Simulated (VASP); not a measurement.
Here is a VASP 6.6.1 calculation.

The input INCAR:

```
PREC     = Accurate       # precision mode
ENCUT    = 520            # plane-wave cutoff, eV
EDIFF    = 1E-6           # SCF threshold, eV
ISMEAR   = 0              # smearing method
SIGMA    = 0.15           # smearing width, eV
LREAL    = F              # projectors in reciprocal space
LASPH    = T              # aspherical terms in the spheres
NELM     = 100            # most SCF steps
ALGO     = Fast           # electronic algorithm
ISIF     = 2              # what is computed and relaxed
LWAVE    = F              # write WAVECAR
LCHARG   = F              # write CHGCAR
NBANDS   = 26             # bands
```

File KPOINTS:

```
Automatic mesh
0
Gamma
  12 12 12
```

The input POSCAR:

```
AlCu3
1.0
    3.5592369196      0.0000000000      0.0000000000
    0.0000000000      3.5592369196      0.0000000000
    0.0000000000      0.0000000000      3.5592369196
Al Cu
1 3
Direct
    0.0000000000      0.0000000000      0.0000000000
    0.5000000000      0.4786014357      0.0000000000
    0.5000000000      0.0000000000      0.5000000000
    0.0000000000      0.5213985643      0.5000000000
```

Potentials or basis: VASP PAW LDA potentials, release 64 (Al, Cu).

Command:

```sh
$ cat potpaw_LDA.64/Al/POTCAR potpaw_LDA.64/Cu/POTCAR > POTCAR
$ mpirun -np 1 vasp_std > vasp.out
```

Task: What does it give for the pressure?

Result: 5.1 GPa.

Task: Predict the largest force.

Result: 0.571 eV/Å.

Task: What does it give for the band gap on the k mesh?

Result: Zero (bands 18 and 19 overlap by 5.83 eV).

Forces in eV/Å, atoms in the order of the input:
```
Al   0.000  0.000  0.000
Cu   0.000  0.571  0.000
Cu   0.000  0.000  0.000
Cu   0.000 -0.571  0.000
```

Caveat: the cell differs from its parent crystal (atoms displaced along a vibrational mode, the cell strained); the cell stands under pressure.
